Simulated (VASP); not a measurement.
# PbS (Fm-3m) in VASP: single point with HSE06

Aim: the single point of PbS with HSE06.

Everything below comes from runs of VASP 6.6.1. Logs are shortened: lines on timing, memory, paths and dates and some standing lists are left out, and cuts for length are marked.

### 1 The cell of the first run

The structure is cubic, space group Fm-3m (No. 225). The conventional cell has a = 6.142 Å, b = 6.142 Å, c = 6.142 Å, α = 90.00°, β = 90.00°, γ = 90.00°. Pb (site symmetry m-3m) has 6 S at 3.07 Å within 4.0 Å. Within 4.0 Å of S (site symmetry m-3m) lie 6 Pb at 3.07 Å.

### 2 Single point, HSE06 (28.96 Å³/atom)

The input, POSCAR:

```
PbS
1.0
    0.0000000000      3.0709831192      3.0709831192
    3.0709831192      0.0000000000      3.0709831192
    3.0709831192      3.0709831192      0.0000000000
Pb S
1 1
Direct
    0.0000000000      0.0000000000      0.0000000000
    0.5000000000      0.5000000000      0.5000000000
```

The input, INCAR.step1:

```
SYSTEM = PbS
ALGO = Normal
EDIFF = 1E-5
ENCUT = 400
GGA = PE
GGA_COMPAT = .False.
ISIF = 2
ISMEAR = 0
LASPH = .True.
LREAL = .False.
LWAVE = .True.
NBANDS = 17
NELM = 120
PREC = Accurate
SIGMA = 0.01
```

The input, INCAR.step2:

```
SYSTEM = PbS
ALGO = Normal
EDIFF = 1E-6
ENCUT = 400
GGA = PE
GGA_COMPAT = .False.
HFSCREEN = 0.2079
ISIF = 2
ISMEAR = 0
ISTART = 1
LASPH = .True.
LCHARG = .True.
LELF = .True.
LHFCALC = .True.
LREAL = .False.
LVHAR = .True.
LWAVE = .False.
NBANDS = 17
NELM = 120
PREC = Accurate
PRECFOCK = Normal
SIGMA = 0.01
```

The input, KPOINTS:

```
k-points
0
Gamma
  6 6 6
  0 0 0
```

Potentials or basis: VASP PAW PBE potentials, release 64 (Pb_d, S).

Run with:

```bash
$ cat potpaw_PBE.64/Pb_d/POTCAR potpaw_PBE.64/S/POTCAR > POTCAR
$ cp INCAR.step1 INCAR
$ mpirun -np 1 vasp_std > vasp.out
$ cp INCAR.step2 INCAR
$ mpirun -np 1 vasp_std > vasp.out
```

OUTCAR:

```text
SYSTEM = PbS
   EDIFF = 1E-6
   ENCUT = 400
   GGA = PE
   HFSCREEN = 0.2079
   ISIF = 2
   ISMEAR = 0
   ISTART = 1
   LASPH = .True.
   LHFCALC = .True.
   LREAL = .False.
   NELM = 120
   PREC = Accurate
   PRECFOCK = Normal

 ion  position               nearest neighbor table
   1  0.000  0.000  0.000-   2 3.07   2 3.07   2 3.07   2 3.07   2 3.07   2 3.07
   2  0.500  0.500  0.500-   1 3.07   1 3.07   1 3.07   1 3.07   1 3.07   1 3.07

  LATTYP: Found a face centered cubic cell.
 ALAT       =     6.1419662384

  Lattice vectors:

 A1 = (   0.0000000000,   3.0709831192,   3.0709831192)
 A2 = (   3.0709831192,   0.0000000000,   3.0709831192)
 A3 = (   3.0709831192,   3.0709831192,   0.0000000000)

Analysis of symmetry for initial positions (statically):
=====================================================================
 Subroutine PRICEL returns:
 Original cell was already a primitive cell.

 Routine SETGRP: Setting up the symmetry group for a
 face centered cubic supercell.

 Subroutine GETGRP returns: Found 48 space group operations
 (whereof 48 operations were pure point group operations)
 out of a pool of 48 trial point group operations.

The static configuration has the point symmetry O_h .

Analysis of symmetry for dynamics (positions and initial velocities):
=====================================================================
 Subroutine PRICEL returns:
 Original cell was already a primitive cell.

 Routine SETGRP: Setting up the symmetry group for a
 face centered cubic supercell.

 Subroutine GETGRP returns: Found 48 space group operations
 (whereof 48 operations were pure point group operations)
 out of a pool of 48 trial point group operations.

The dynamic configuration has the point symmetry O_h .

 Subroutine INISYM returns: Found 48 space group operations
 (whereof 48 operations are pure point group operations),
 and found     1 'primitive' translations

----------------------------------------------------------------------------------------

                                     Primitive cell

  volume of cell :      57.9245

  direct lattice vectors                    reciprocal lattice vectors
     0.000000000  3.070983119  3.070983119    -0.162814311  0.162814311  0.162814311
     3.070983119  0.000000000  3.070983119     0.162814311 -0.162814311  0.162814311
     3.070983119  3.070983119  0.000000000     0.162814311  0.162814311 -0.162814311

  length of vectors
     4.343025977  4.343025977  4.343025977     0.282002658  0.282002658  0.282002658

  position of ions in fractional coordinates (direct lattice)
     0.000000000  0.000000000  0.000000000
     0.500000000  0.500000000  0.500000000

  ion indices of the primitive-cell ions
   primitive index   ion index
                 1           1
                 2           2

----------------------------------------------------------------------------------------

 KPOINTS: k-points

Automatic generation of k-mesh.
 Grid dimensions read from file:
 generate k-points for:    6    6    6

 Generating k-lattice:

  Cartesian coordinates                     Fractional coordinates (reciprocal lattice)
    -0.027135718  0.027135718  0.027135718     0.166666667  0.000000000  0.000000000
     0.027135718 -0.027135718  0.027135718     0.000000000  0.166666667  0.000000000
     0.027135718  0.027135718 -0.027135718     0.000000000  0.000000000  0.166666667

  Length of vectors
     0.047000443  0.047000443  0.047000443

  Shift w.r.t. Gamma in fractional coordinates (k-lattice)
     0.000000000  0.000000000  0.000000000

 Subroutine IBZKPT returns following result:
 ===========================================

 Found     16 irreducible k-points:

 Following reciprocal coordinates:
            Coordinates               Weight
  0.000000  0.000000  0.000000      1.000000
  0.166667  0.000000  0.000000      8.000000
  0.333333  0.000000  0.000000      8.000000
  0.500000  0.000000  0.000000      4.000000
  0.166667  0.166667  0.000000      6.000000
  0.333333  0.166667  0.000000     24.000000
[... 8 lines left out ...]
 -0.333333  0.333333  0.166667     24.000000
 -0.333333  0.500000  0.166667     12.000000
   k-points           NKPTS =     16   k-points in BZ     NKDIM =    216   number of bands    NBANDS=     17
   number of dos      NEDOS =    301   number of ions     NIONS =      2
   total plane-waves  NPLWV =  21952
   dimension x,y,z NGX =    28 NGY =   28 NGZ =   28
   dimension x,y,z NGXF=    56 NGYF=   56 NGZF=   56
   ions per type =               1   1
   NGX,Y,Z   is equivalent  to a cutoff of  10.72, 10.72, 10.72 a.u.
   NGXF,Y,Z  is equivalent  to a cutoff of  21.44, 21.44, 21.44 a.u.
 SYSTEM =  PbS
   PREC   = accura    normal or accurate (medium, high low for compatibility)
   ISTART =      1    job   : 0-new  1-cont  2-samecut
   ICHARG =      0    charge: 1-file 2-atom 10-const
   ISPIN  =      1    spin polarized calculation?
   LNONCOLLINEAR =      F non collinear calculations
   LSORBIT =      F    spin-orbit coupling
   LASPH  =      T    aspherical Exc in radial PAW
   ENCUT  =  400.0 eV  29.40 Ry    5.42 a.u.   7.08  7.08  7.08*2*pi/ulx,y,z
   NELM   =    120;   NELMIN=  2; NELMDL=  0     # of ELM steps
   EDIFF  = 0.1E-05   stopping-criterion for ELM
   LREAL  =      F    real-space projection
   EDIFFG = 0.1E-04   stopping-criterion for IOM
   NSW    =      0    number of steps for IOM
   IBRION =     -1    ionic relax: 0-MD 1-quasi-New 2-CG
   NFREE  =      0    steps in history (QN), initial steepest desc. (CG)
   ISIF   =      2    stress and relaxation
   ISYM   =      3    0-nonsym 1-usesym 2-fastsym
   POTIM  = 0.5000    time-step for ionic-motion
   TEBEG  =    0.0;   TEEND  =   0.0 temperature during run
   PSTRESS=    0.0 pullay stress
   NELECT =      20.0000    total number of electrons
   NUPDOWN=      -1.0000    fix difference up-down
   EMIN   =  10.00;   EMAX   =-10.00  energy-range for DOS
   EFERMI =   0.00;   METHOD = LEGACY
   ISMEAR =     0;   SIGMA  =   0.01  broadening in eV -4-tet -1-fermi 0-gaus
   EFERMI_NEDOS =   21; number of points for ismear=-14 and -15
   IALGO  =     38    algorithm
   IMIX   =      1    mixing-type and parameters
     AMIX     =   0.40;   BMIX     =  1.00
     AMIX_MAG =   1.60;   BMIX_MAG =  1.00
  volume/ion in A,a.u.               =      28.96       195.45
  Fermi-wavevector in a.u.,A,eV,Ry     =   1.148499  2.170349 17.946774  1.319051
  Thomas-Fermi vector in A             =   2.285174
   LORBIT       =      0    0 simple, 1 ext, 2 COOP (PROOUT), +10 PAW based schemes
   GGA     = PE    functional components
   LHFCALC =     T    Hartree Fock is set to
   PRECFOCK=normal    Normal, Fast or Accurate (Low or Medium for compatibility)
   ENCUT4O =  -1.0   cutoff for four orbital integrals eV
   NKREDX  =     1    reduce k-point grid by
   NKREDY  =     1    reduce k-point grid by
   NKREDZ  =     1    reduce k-point grid by
   AEXX    =    0.2500 exact exchange contribution
   HFSCREEN=    0.2079 screening length (either q_TF or 0.3 A-1)
   HFSCREENC=   0.2079 screening length for correlation (either q_TF or 0.3 A-1)
   ENCUTFOCK=  -1.0 apply spherical cutoff to Coloumb kernel
   IVDW    =     0    specifies the selected vdW correction
   LEPSILON=     F    determine dielectric tensor
   LRPA    =     F    only Hartree local field effects (RPA)
 non-spin polarized calculation
 Gauss-broadening in eV      SIGMA  =   0.01
  energy-cutoff  :      400.00
  volume of cell :       57.92
 maximum number of plane-waves:      1067
  NGX = 24; NGY = 24; NGZ = 24

 number of electron      20.0000006 magnetization

 Free energy of the ion-electron system (eV)
  ---------------------------------------------------
  ext. energy  EPLUGINS =         0.00000000
  ---------------------------------------------------
  free energy    TOTEN  =       -10.34104052 eV

  energy without entropy =      -10.34104052  energy(sigma->0) =      -10.34104052

 E-fermi :   4.1644     XC(G=0):  -7.6647

 val. band max:        4.1032627438   @ k =   0.5000   0.0000   0.0000
 cond. band min:       5.2817924536   @ k =   0.5000   0.0000   0.0000
 fundamental gap:      1.1785297098
 Fermi energy:         4.1644048203

 k-point     1 :       0.0000    0.0000    0.0000
  band No.  band energies     occupation
      1     -14.2446      2.00000
      2     -14.2446      2.00000
      3     -14.2446      2.00000
      4     -14.2354      2.00000
      5     -14.2354      2.00000
      6      -9.9743      2.00000
[... 9 lines left out ...]
     16      11.8886      0.00000
     17      13.6202      0.00000

 k-point     2 :       0.1667    0.0000    0.0000
  band No.  band energies     occupation
      1     -14.2440      2.00000
      2     -14.2440      2.00000
      3     -14.2436      2.00000
      4     -14.2341      2.00000
      5     -14.2341      2.00000
      6      -9.7644      2.00000
[... 9 lines left out ...]
     16      12.4808      0.00000
     17      15.2671      0.00000

 k-point     3 :       0.3333    0.0000    0.0000
  band No.  band energies     occupation
      1     -14.2541      2.00000
      2     -14.2541      2.00000
      3     -14.2421      2.00000
      4     -14.2204      2.00000
      5     -14.2204      2.00000
      6      -9.2508      2.00000
[... 9 lines left out ...]
     16      13.9201      0.00000
     17      16.9022      0.00000

 k-point     4 :       0.5000    0.0000    0.0000
  band No.  band energies     occupation
      1     -14.2596      2.00000
      2     -14.2596      2.00000
      3     -14.2415      2.00000
      4     -14.2131      2.00000
      5     -14.2131      2.00000
      6      -8.9141      2.00000
[... 9 lines left out ...]
     16      15.4463      0.00000
     17      15.4861      0.00000

 k-point     5 :       0.1667    0.1667    0.0000
  band No.  band energies     occupation
      1     -14.2516      2.00000
      2     -14.2486      2.00000
      3     -14.2350      2.00000
      4     -14.2350      2.00000
      5     -14.2311      2.00000
      6      -9.6920      2.00000
[... 9 lines left out ...]
     16      13.5687      0.00000
     17      14.2384      0.00000

 k-point     6 :       0.3333    0.1667    0.0000
  band No.  band energies     occupation
      1     -14.2688      2.00000
      2     -14.2473      2.00000
      3     -14.2392      2.00000
      4     -14.2262      2.00000
      5     -14.2181      2.00000
      6      -9.2724      2.00000
[... 9 lines left out ...]
     16      14.7916      0.00000
     17      16.1803      0.00000

 k-point     7 :       0.5000    0.1667    0.0000
  band No.  band energies     occupation
      1     -14.2750      2.00000
      2     -14.2486      2.00000
      3     -14.2393      2.00000
      4     -14.2215      2.00000
      5     -14.2118      2.00000
      6      -8.8418      2.00000
[... 9 lines left out ...]
     16      15.7051      0.00000
     17      15.9758      0.00000

 k-point     8 :      -0.3333    0.1667    0.0000
  band No.  band energies     occupation
      1     -14.2653      2.00000
      2     -14.2521      2.00000
      3     -14.2372      2.00000
      4     -14.2203      2.00000
      5     -14.2202      2.00000
      6      -8.9549      2.00000
[... 9 lines left out ...]
     16      15.0155      0.00000
     17      16.2064      0.00000
[... 43 lines left out ...]
      1     -14.3133      2.00000
      2     -14.2528      2.00000
      3     -14.2275      2.00000
      4     -14.2123      2.00000
      5     -14.2082      2.00000
      6      -8.6807      2.00000
[... 9 lines left out ...]
     16      16.5391      0.00000
     17      16.8955      0.00000

 k-point    12 :      -0.3333    0.3333    0.0000
  band No.  band energies     occupation
      1     -14.2939      2.00000
      2     -14.2391      2.00000
      3     -14.2371      2.00000
      4     -14.2224      2.00000
      5     -14.2140      2.00000
      6      -8.6502      2.00000
[... 9 lines left out ...]
     16      14.9939      0.00000
     17      16.8105      0.00000

 k-point    13 :       0.5000    0.5000    0.0000
  band No.  band energies     occupation
      1     -14.3338      2.00000
      2     -14.2605      2.00000
      3     -14.2185      2.00000
      4     -14.2047      2.00000
      5     -14.2047      2.00000
      6      -8.5908      2.00000
[... 9 lines left out ...]
     16      16.7929      0.00000
     17      17.6167      0.00000

 k-point    14 :       0.5000    0.3333    0.1667
  band No.  band energies     occupation
      1     -14.2866      2.00000
      2     -14.2447      2.00000
      3     -14.2396      2.00000
      4     -14.2179      2.00000
      5     -14.2155      2.00000
      6      -8.8786      2.00000
[... 9 lines left out ...]
     16      15.7066      0.00000
     17      15.8849      0.00000

 k-point    15 :      -0.3333    0.3333    0.1667
  band No.  band energies     occupation
      1     -14.2928      2.00000
      2     -14.2429      2.00000
      3     -14.2317      2.00000
      4     -14.2296      2.00000
      5     -14.2095      2.00000
      6      -8.6500      2.00000
[... 9 lines left out ...]
     16      16.6322      0.00000
     17      16.7434      0.00000

 k-point    16 :      -0.3333    0.5000    0.1667
  band No.  band energies     occupation
      1     -14.3136      2.00000
      2     -14.2472      2.00000
      3     -14.2305      2.00000
      4     -14.2193      2.00000
      5     -14.2048      2.00000
      6      -8.5648      2.00000
[... 9 lines left out ...]
     16      16.7397      0.00000
     17      17.6239      0.00000

------------------------ aborting loop because EDIFF is reached ----------------------------------------

  FORCE on cell =-STRESS in cart. coord.  units (eV):
  Direction    XX          YY          ZZ          XY          YZ          ZX
  --------------------------------------------------------------------------------------
  -------------------------------------------------------------------------------------
  Total       -1.5092961     -1.5092961     -1.5092961     -0.0000000      0.0000000     -0.0000000
  in kB      -41.7467580    -41.7467580    -41.7467580     -0.0000000      0.0000000     -0.0000000
  external PRESSURE =     -41.7467580 kB  Pullay stress =       0.0000000 kB

 VOLUME and BASIS-vectors are now :
 -----------------------------------------------------------------------------
  energy-cutoff  :      400.00
  volume of cell :       57.92
      direct lattice vectors                 reciprocal lattice vectors
     0.000000000  3.070983119  3.070983119    -0.162814311  0.162814311  0.162814311
     3.070983119  0.000000000  3.070983119     0.162814311 -0.162814311  0.162814311
     3.070983119  3.070983119  0.000000000     0.162814311  0.162814311 -0.162814311

 POSITION                                       TOTAL-FORCE (eV/Angst)
 -----------------------------------------------------------------------------------
      0.00000      0.00000      0.00000         0.000000      0.000000      0.000000
      3.07098      3.07098      3.07098        -0.000000      0.000000     -0.000000
 -----------------------------------------------------------------------------------
    total drift:                                0.000001      0.000001      0.000001

  FREE ENERGIE OF THE ION-ELECTRON SYSTEM (eV)
  ---------------------------------------------------
  free  energy   TOTEN  =       -10.3410405221 eV

  energy  without entropy=      -10.3410405221  energy(sigma->0) =      -10.34104052
```

Run time: 82 min. Hardware: 1 thread of Intel Xeon 8259CL, shared host; peak memory 0.28 GiB.

Results:

```
Free energy            : -10.3410 eV
Pressure               : -4.2 GPa
Band gap on the k mesh : 1.18 eV
```

Caveat: the cell stands under tension; the PAW data sets were made with another functional, which shifts forces and pressure a little; spin-orbit coupling is left out, which moves the levels of the heavy elements. A k mesh can miss the band edges.
